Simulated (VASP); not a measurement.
# SrO (Fm-3m) in VASP: a series of runs

SrO is run at these levels: PBEsol; tasks: electric field gradients.

Everything below comes from runs of VASP 6.6.1. Logs are shortened: lines on timing, memory, paths and dates and some standing lists are left out, and cuts for length are marked.

## (1) The cell of the first run

It takes space group Fm-3m (No. 225, cubic). The conventional cell has a = 5.140 Å, b = 5.140 Å, c = 5.140 Å, α = 90.00°, β = 90.00°, γ = 90.00°. Sr (site symmetry m-3m) has 6 O at 2.57 Å within 3.4 Å. O (site symmetry m-3m) has 6 Sr at 2.57 Å within 3.4 Å.

## (2) Electric field gradients, PBEsol

INCAR reads:

```
SYSTEM = SrO
  PREC = Accurate
  ENCUT = 520
  EDIFF = 1E-8
  ISMEAR = -1
  SIGMA = 0.03
  LREAL = .FALSE.
  LASPH = .TRUE.
  NELM = 60
  ALGO = Normal
  ISIF = 2
  LWAVE = .FALSE.
  LCHARG = .FALSE.
  GGA = PS
  LEFG = .TRUE.
  NBANDS = 15
```

KPOINTS reads:

```
regular mesh
0
G
  8 8 8
  0 0 0
```

POSCAR reads:

```
SrO
1.0
    0.0000000000      2.5698000000      2.5698000000
    2.5698000000      0.0000000000      2.5698000000
    2.5698000000      2.5698000000      0.0000000000
Sr O
1 1
Direct
    0.0000000000      0.0000000000      0.0000000000
    0.5000000000      0.5000000000      0.5000000000
```

Potentials or basis: VASP PAW PBE potentials, release 64 (Sr_sv, O).

Started as:

```
$ cat potpaw_PBE.64/Sr_sv/POTCAR potpaw_PBE.64/O/POTCAR > POTCAR
$ mpirun -np 1 vasp_std > vasp.out
```

OUTCAR:

```text
SYSTEM = SrO
   PREC = Accurate
   ENCUT = 520
   EDIFF = 1E-8
   ISMEAR = -1
   LREAL = .FALSE.
   LASPH = .TRUE.
   NELM = 60
   ISIF = 2
   GGA = PS

 ion  position               nearest neighbor table
   1  0.000  0.000  0.000-   2 2.57   2 2.57   2 2.57   2 2.57   2 2.57   2 2.57
   2  0.500  0.500  0.500-   1 2.57   1 2.57   1 2.57   1 2.57   1 2.57   1 2.57

  LATTYP: Found a face centered cubic cell.
 ALAT       =     5.1396000000

  Lattice vectors:

 A1 = (   0.0000000000,   2.5698000000,   2.5698000000)
 A2 = (   2.5698000000,   0.0000000000,   2.5698000000)
 A3 = (   2.5698000000,   2.5698000000,   0.0000000000)

Analysis of symmetry for initial positions (statically):
=====================================================================
 Subroutine PRICEL returns:
 Original cell was already a primitive cell.

 Routine SETGRP: Setting up the symmetry group for a
 face centered cubic supercell.

 Subroutine GETGRP returns: Found 48 space group operations
 (whereof 48 operations were pure point group operations)
 out of a pool of 48 trial point group operations.

The static configuration has the point symmetry O_h .

Analysis of symmetry for dynamics (positions and initial velocities):
=====================================================================
 Subroutine PRICEL returns:
 Original cell was already a primitive cell.

 Routine SETGRP: Setting up the symmetry group for a
 face centered cubic supercell.

 Subroutine GETGRP returns: Found 48 space group operations
 (whereof 48 operations were pure point group operations)
 out of a pool of 48 trial point group operations.

The dynamic configuration has the point symmetry O_h .

 Subroutine INISYM returns: Found 48 space group operations
 (whereof 48 operations are pure point group operations),
 and found     1 'primitive' translations

----------------------------------------------------------------------------------------

                                     Primitive cell

  volume of cell :      33.9413

  direct lattice vectors                    reciprocal lattice vectors
     0.000000000  2.569800000  2.569800000    -0.194567671  0.194567671  0.194567671
     2.569800000  0.000000000  2.569800000     0.194567671 -0.194567671  0.194567671
     2.569800000  2.569800000  0.000000000     0.194567671  0.194567671 -0.194567671

  length of vectors
     3.634246013  3.634246013  3.634246013     0.337001091  0.337001091  0.337001091

  position of ions in fractional coordinates (direct lattice)
     0.000000000  0.000000000  0.000000000
     0.500000000  0.500000000  0.500000000

  ion indices of the primitive-cell ions
   primitive index   ion index
                 1           1
                 2           2

----------------------------------------------------------------------------------------

 KPOINTS: regular mesh

Automatic generation of k-mesh.
 Grid dimensions read from file:
 generate k-points for:    8    8    8

 Generating k-lattice:

  Cartesian coordinates                     Fractional coordinates (reciprocal lattice)
    -0.024320959  0.024320959  0.024320959     0.125000000  0.000000000  0.000000000
     0.024320959 -0.024320959  0.024320959     0.000000000  0.125000000  0.000000000
     0.024320959  0.024320959 -0.024320959     0.000000000  0.000000000  0.125000000

  Length of vectors
     0.042125136  0.042125136  0.042125136

  Shift w.r.t. Gamma in fractional coordinates (k-lattice)
     0.000000000  0.000000000  0.000000000

 Subroutine IBZKPT returns following result:
 ===========================================

 Found     29 irreducible k-points:

 Following reciprocal coordinates:
            Coordinates               Weight
  0.000000  0.000000  0.000000      1.000000
  0.125000  0.000000  0.000000      8.000000
  0.250000  0.000000  0.000000      8.000000
  0.375000  0.000000  0.000000      8.000000
  0.500000  0.000000  0.000000      4.000000
  0.125000  0.125000  0.000000      6.000000
[... 16 lines left out ...]
  0.500000  0.250000  0.125000     48.000000
 -0.375000  0.250000  0.125000     24.000000
 [... further k-points ...]
   k-points           NKPTS =     29   k-points in BZ     NKDIM =     29   number of bands    NBANDS=     15
   number of dos      NEDOS =    301   number of ions     NIONS =      2
   total plane-waves  NPLWV =  21952
   dimension x,y,z NGX =    28 NGY =   28 NGZ =   28
   dimension x,y,z NGXF=    56 NGYF=   56 NGZF=   56
   ions per type =               1   1
   NGX,Y,Z   is equivalent  to a cutoff of  12.81, 12.81, 12.81 a.u.
   NGXF,Y,Z  is equivalent  to a cutoff of  25.62, 25.62, 25.62 a.u.
 SYSTEM =  SrO
   PREC   = accura    normal or accurate (medium, high low for compatibility)
   ISTART =      0    job   : 0-new  1-cont  2-samecut
   ICHARG =      2    charge: 1-file 2-atom 10-const
   ISPIN  =      1    spin polarized calculation?
   LNONCOLLINEAR =      F non collinear calculations
   LSORBIT =      F    spin-orbit coupling
   LASPH  =      T    aspherical Exc in radial PAW
   ENCUT  =  520.0 eV  38.22 Ry    6.18 a.u.   6.76  6.76  6.76*2*pi/ulx,y,z
   NELM   =     60;   NELMIN=  2; NELMDL= -5     # of ELM steps
   EDIFF  = 0.1E-07   stopping-criterion for ELM
   LREAL  =      F    real-space projection
   EDIFFG = 0.1E-06   stopping-criterion for IOM
   NSW    =      0    number of steps for IOM
   IBRION =     -1    ionic relax: 0-MD 1-quasi-New 2-CG
   NFREE  =      0    steps in history (QN), initial steepest desc. (CG)
   ISIF   =      2    stress and relaxation
   ISYM   =      2    0-nonsym 1-usesym 2-fastsym
   POTIM  = 0.5000    time-step for ionic-motion
   TEBEG  =    0.0;   TEEND  =   0.0 temperature during run
   PSTRESS=    0.0 pullay stress
   NELECT =      16.0000    total number of electrons
   NUPDOWN=      -1.0000    fix difference up-down
   EMIN   =  10.00;   EMAX   =-10.00  energy-range for DOS
   EFERMI =   0.00;   METHOD = LEGACY
   ISMEAR =    -1;   SIGMA  =   0.03  broadening in eV -4-tet -1-fermi 0-gaus
   EFERMI_NEDOS =   21; number of points for ismear=-14 and -15
   IALGO  =     38    algorithm
   IMIX   =      4    mixing-type and parameters
     AMIX     =   0.40;   BMIX     =  1.00
     AMIX_MAG =   1.60;   BMIX_MAG =  1.00
  volume/ion in A,a.u.               =      16.97       114.52
  Fermi-wavevector in a.u.,A,eV,Ry     =   1.274106  2.407711 22.086959  1.623346
  Thomas-Fermi vector in A             =   2.406892
   LORBIT       =      0    0 simple, 1 ext, 2 COOP (PROOUT), +10 PAW based schemes
   GGA     = PS    functional components
   LHFCALC =     F    Hartree Fock is set to
   AEXX    =    0.0000 exact exchange contribution
   IVDW    =     0    specifies the selected vdW correction
   LEPSILON=     F    determine dielectric tensor
   LRPA    =     F    only Hartree local field effects (RPA)
 non-spin polarized calculation
  energy-cutoff  :      520.00
  volume of cell :       33.94
 maximum number of plane-waves:       941
   NGX = 13   NGY = 13   NGZ = 13

 number of electron      15.9999997 magnetization

 Free energy of the ion-electron system (eV)
  ---------------------------------------------------
  ext. energy  EPLUGINS =         0.00000000
  ---------------------------------------------------
  free energy    TOTEN  =       -12.63972875 eV

  energy without entropy =      -12.63972875  energy(sigma->0) =      -12.63972875

 E-fermi :   2.2039     XC(G=0): -10.2839

 val. band max:        1.4951628135   @ k =   0.0000   0.0000   0.0000
 cond. band min:       4.6497525024   @ k =   0.5000   0.5000   0.0000
 fundamental gap:      3.1545896889
 Fermi energy:         2.2039254759

 k-point     1 :       0.0000    0.0000    0.0000
  band No.  band energies     occupation
      1     -30.7368      2.00000
      2     -13.5047      2.00000
      3     -12.3881      2.00000
      4     -12.3881      2.00000
      5     -12.3881      2.00000
      6       1.4952      2.00000
      7       1.4952      2.00000
      8       1.4952      2.00000
      9       5.3277      0.00000
     10       7.6603      0.00000
     11       7.6603      0.00000
     12       7.6603      0.00000
     13       9.8583      0.00000
     14       9.8583      0.00000
     15      13.9870      0.00000

 k-point     2 :       0.1250    0.0000    0.0000
  band No.  band energies     occupation
      1     -30.7163      2.00000
      2     -13.8710      2.00000
      3     -12.4007      2.00000
      4     -12.4007      2.00000
      5     -12.0719      2.00000
      6       1.0250      2.00000
      7       1.2942      2.00000
      8       1.2942      2.00000
      9       6.0394      0.00000
     10       7.4975      0.00000
     11       7.9704      0.00000
     12       7.9704      0.00000
     13      10.2715      0.00000
     14      10.2715      0.00000
     15      15.0078      0.00000

 k-point     3 :       0.2500    0.0000    0.0000
  band No.  band energies     occupation
      1     -30.6661      2.00000
      2     -14.4485      2.00000
      3     -12.4307      2.00000
      4     -12.4307      2.00000
      5     -11.6163      2.00000
      6       0.1785      2.00000
      7       0.8613      2.00000
      8       0.8613      2.00000
      9       7.4086      0.00000
     10       7.5995      0.00000
     11       8.8132      0.00000
     12       8.8132      0.00000
     13      11.3035      0.00000
     14      11.3035      0.00000
     15      17.0626      0.00000
[... 343 lines left out ...]
 k-point    23 :       0.5000    0.2500    0.1250
  band No.  band energies     occupation
      1     -30.5892      2.00000
      2     -14.6452      2.00000
      3     -12.7664      2.00000
      4     -12.5691      2.00000
      5     -11.5877      2.00000
      6      -0.0796      2.00000
      7       0.5470      2.00000
      8       0.9651      2.00000
      9       6.9782      0.00000
     10       8.5909      0.00000
     11      10.3895      0.00000
     12      10.5712      0.00000
     13      12.5914      0.00000
     14      13.5233      0.00000
     15      15.6852      0.00000

 k-point    24 :      -0.3750    0.2500    0.1250
  band No.  band energies     occupation
      1     -30.5724      2.00000
      2     -14.7136      2.00000
      3     -12.7902      2.00000
      4     -12.6256      2.00000
      5     -11.5584      2.00000
      6      -0.1181      2.00000
      7       0.6175      2.00000
      8       0.6968      2.00000
      9       7.7966      0.00000
     10       8.1452      0.00000
     11      10.7843      0.00000
     12      11.0032      0.00000
     13      13.1349      0.00000
     14      14.3967      0.00000
     15      14.7486      0.00000

 [... further k-points ...]

------------------------ aborting loop because EDIFF is reached ----------------------------------------

  FORCE on cell =-STRESS in cart. coord.  units (eV):
  Direction    XX          YY          ZZ          XY          YZ          ZX
  --------------------------------------------------------------------------------------
  -------------------------------------------------------------------------------------
  Total       -0.0657679     -0.0657679     -0.0657679      0.0000000     -0.0000000      0.0000000
  in kB       -3.1045353     -3.1045353     -3.1045353      0.0000000     -0.0000000      0.0000000
  external PRESSURE =      -3.1045353 kB  Pullay stress =       0.0000000 kB

 VOLUME and BASIS-vectors are now :
 -----------------------------------------------------------------------------
  energy-cutoff  :      520.00
  volume of cell :       33.94
      direct lattice vectors                 reciprocal lattice vectors
     0.000000000  2.569800000  2.569800000    -0.194567671  0.194567671  0.194567671
     2.569800000  0.000000000  2.569800000     0.194567671 -0.194567671  0.194567671
     2.569800000  2.569800000  0.000000000     0.194567671  0.194567671 -0.194567671

 POSITION                                       TOTAL-FORCE (eV/Angst)
 -----------------------------------------------------------------------------------
      0.00000      0.00000      0.00000         0.000000      0.000000      0.000000
      2.56980      2.56980      2.56980         0.000000     -0.000000     -0.000000
 -----------------------------------------------------------------------------------
    total drift:                                0.000000      0.000000      0.000000

  FREE ENERGIE OF THE ION-ELECTRON SYSTEM (eV)
  ---------------------------------------------------
  free  energy   TOTEN  =       -12.6397287477 eV

  energy  without entropy=      -12.6397287477  energy(sigma->0) =      -12.63972875

 Electric field gradients (V/A^2)
---------------------------------------------------------------------
 ion       V_xx      V_yy      V_zz      V_xy      V_xz      V_yz
---------------------------------------------------------------------
   1      -0.000     0.000     0.000     0.000     0.000     0.000
   2      -0.000    -0.000    -0.000    -0.001    -0.001    -0.001
---------------------------------------------------------------------

 Electric field gradients after diagonalization (V/A^2)
 (convention: |V_zz| > |V_xx| > |V_yy|)
----------------------------------------------------------------------
 ion       V_xx      V_yy      V_zz     asymmetry (V_yy - V_xx)/ V_zz
----------------------------------------------------------------------
   1      -0.000    -0.000     0.000       0.000
   2       0.001     0.001    -0.001       0.000
----------------------------------------------------------------------

           NMR quadrupolar parameters

 Cq : quadrupolar parameter    Cq=e*Q*V_zz/h
 eta: asymmetry parameters     (V_yy - V_xx)/ V_zz
 Q  : nuclear electric quadrupole moment in mb (millibarn)
----------------------------------------------------------------------
 ion       Cq(MHz)       eta       Q (mb)
----------------------------------------------------------------------
   1       0.000       0.000       1.000
   2      -0.000       0.000       1.000
----------------------------------------------------------------------
```

Wall time 8.4 s (1 thread of Intel Xeon 6975P-C (Granite Rapids), shared host); peak memory 0.16 GiB.

Results:

```yaml
Free_energy: -12.6397 eV
Pressure: -0.3 GPa
Band_gap_on_the_k_mesh: 3.15 eV, indirect (least direct gap 3.24 eV)
```

Caveat: without QUAD_EFG the Cq values of the log hold for a quadrupole moment of 1 mb, not for the nuclei; the PAW data sets were made with another functional, which shifts forces and pressure a little. A k mesh can miss the band edges.

(Part 1 of 3 ends here.)
